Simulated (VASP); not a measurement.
V:

```
V
1.0
    -1.51435    1.51435    1.51435
     1.51435   -1.51435    1.51435
     1.51435    1.51435   -1.51435
V
1
Direct
  0.00000 0.00000 0.00000
```

Program: VASP 6.6.1. Alike in all runs: task single point; level LDA; potentials or basis VASP PAW LDA potentials, release 64 (V_sv); spin collinear, ferromagnetic start; cell as given; k mesh 15 × 15 × 15; cutoff (eV) 520; smearing fermi-dirac 0.08 eV.

Question: Order these runs on this cell by their pressure, lowest first.
A. fixed moment (μB) 1.4
B. 
C. fixed moment (μB) 0.75
D. fixed moment (μB) 1.0

Answer: B (-17.4 GPa), C (-15.0 GPa), D (-12.5 GPa), A (-7.4 GPa).

Caveats: the total moment is fixed, so each spin has its own Fermi level (some runs).
